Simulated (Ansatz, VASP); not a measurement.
## Two plane-wave programs on SiO2

The input INCAR:

```
SYSTEM = SiO2
  ALGO = Normal
  EDIFF = 1E-6
  ENCUT = 520
  ISIF = 2
  ISMEAR = 0
  LASPH = .TRUE.
  LCHARG = .FALSE.
  LREAL = Auto
  LWAVE = .FALSE.
  NBANDS = 53
  NELM = 60
  PREC = Accurate
  SIGMA = 0.02
```

File KPOINTS:

```
k-points
0
G
  4 4 4
  0 0 0
```

File POSCAR:

```
SiO2
1.0
    6.8870577816      0.0000000000      0.0000000000
    0.0000000000      6.8870577816      0.0000000000
    0.0000000000      0.0000000000      6.4001249699
Si O
5 10
Direct
    0.2692498435      0.0000000000      0.1193140972
    0.0000000000      0.7307501565      0.8806859028
    0.0000000000      0.2692498435      0.8806859028
    0.7307501565      0.0000000000      0.1193140972
    0.0000000000      0.0000000000      0.5000000000
    0.1919033300      0.0000000000      0.3565740649
    0.0000000000      0.8080966700      0.6434259351
    0.0000000000      0.1919033300      0.6434259351
    0.8080966700      0.0000000000      0.3565740649
    0.1914476445      0.1914476445      0.0000000000
    0.1914476445      0.8085523555      0.0000000000
    0.8085523555      0.1914476445      0.0000000000
    0.8085523555      0.8085523555      0.0000000000
    0.5000000000      0.0000000000      0.1207156002
    0.0000000000      0.5000000000      0.8792843998
```

Input for Ansatz:

```yaml
crystal:
  lattice:
    - [6.8870577816, 0.0, 0.0]
    - [0.0, 6.8870577816, 0.0]
    - [0.0, 0.0, 6.4001249699]
  atoms:
    - { symbol: Si, position: [0.2692498435, 0.0, 0.1193140972] }
    - { symbol: Si, position: [0.0, 0.7307501565, 0.8806859028] }
    - { symbol: Si, position: [0.0, 0.2692498435, 0.8806859028] }
    - { symbol: Si, position: [0.7307501565, 0.0, 0.1193140972] }
    - { symbol: Si, position: [0.0, 0.0, 0.5] }
    - { symbol: O, position: [0.19190333, 0.0, 0.3565740649] }
    - { symbol: O, position: [0.0, 0.80809667, 0.6434259351] }
    - { symbol: O, position: [0.0, 0.19190333, 0.6434259351] }
    - { symbol: O, position: [0.80809667, 0.0, 0.3565740649] }
    - { symbol: O, position: [0.1914476445, 0.1914476445, 0.0] }
    - { symbol: O, position: [0.1914476445, 0.8085523555, 0.0] }
    - { symbol: O, position: [0.8085523555, 0.1914476445, 0.0] }
    - { symbol: O, position: [0.8085523555, 0.8085523555, 0.0] }
    - { symbol: O, position: [0.5, 0.0, 0.1207156002] }
    - { symbol: O, position: [0.0, 0.5, 0.8792843998] }
basis:
  ecutwfc: 420
kpoints:
  mp_grid: { grid: [4, 4, 4] }
  band_path:
    path:
      - [[0.0, 0.0, 0.0], [0.0, 0.5, 0.0], [0.5, 0.5, 0.0], [0.0, 0.0, 0.0], [0.0, 0.0, 0.5], [0.0, 0.5, 0.5], [0.5, 0.5, 0.5], [0.0, 0.0, 0.5]]
      - [[0.0, 0.5, 0.0], [0.0, 0.5, 0.5]]
      - [[0.5, 0.5, 0.0], [0.5, 0.5, 0.5]]
    npoints: 10
hamiltonian:
  xc: lda
scf:
  occupations: { method: gaussian, width: 0.02 }
  n_extra_bands: 37
output:
  forces: true
  stress: true
  eigenvalues: true
  populations: true
  dos: { projected: true, de: 0.02, nscf_kmesh: { grid: [6, 6, 6] } }
  bader: false
  write_density: true
  write_potential: true
  elf: true
  volumetric_format: npy
```

Alike in both runs: task single point; functional LDA; k mesh 4 × 4 × 4; occupations gaussian, width 0.02 eV; no spin polarisation.

|  | VASP | Ansatz |
| --- | --- | --- |
| version | VASP 6.6.1 | Ansatz 0.2.0 |
| potentials or method | VASP PAW LDA potentials, release 64 (Si, O), cutoff 520 eV | scalar-relativistic, plane waves, PAW |
| valence electrons in the cell | 80 | 80 |

VASP gave:

* gap on the k mesh at the Fermi level (eV): 5.64
* least direct gap on the mesh (eV): 5.69
* pressure (GPa): 0.4
* rms of the force components (eV/Å): 0.027

Q: Estimate Ansatz's values.

A: gap on the k mesh at the Fermi level (eV): 5.64; least direct gap on the mesh (eV): 5.69; pressure (GPa): 0.0; rms of the force components (eV/Å): 0.000.

LDA's correlation is that of Perdew and Zunger in VASP and of Perdew and Wang (1992) in Ansatz. Atom by atom the forces differ by 0.027 eV/Å (rms over components).
